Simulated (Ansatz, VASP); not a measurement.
Two plane-wave programs on C

```xyz
2
Lattice="0.0000 1.7801 1.7801 1.7801 0.0000 1.7801 1.7801 1.7801 0.0000" Properties=species:S:1:pos:R:3 pbc="T T T"
C    -0.4450   -0.4450   -0.4450
C     0.4450    0.4450    0.4450
```

Alike in both runs: functional r2SCAN; k mesh 20 × 20 × 20; occupations fermi-dirac, width 0.08 eV; no spin polarisation.

Ansatz relaxed the structure, and its values are those at the end. VASP's run is a single point on that final structure, the one shown.

|  | VASP | Ansatz |
| --- | --- | --- |
| version | VASP 6.6.1 | Ansatz 0.2.0 |
| potentials or method | VASP PAW PBE potentials, release 64 (C) | PAW with Ansatz's default frozen-core files, scalar-relativistic |
| plane-wave cutoff (eV) | 520 | 500 |
| valence electrons in the cell | 8 | 8 |

|  | VASP | Ansatz | Ansatz less VASP |
| --- | --- | --- | --- |
| gap on the k mesh at the Fermi level (eV) | 4.34 | 4.37 | +0.029 |
| pressure (GPa) | 1.1 | 0.0 | -1.11 |

VASP's potentials were made for PBE, not for r2SCAN.
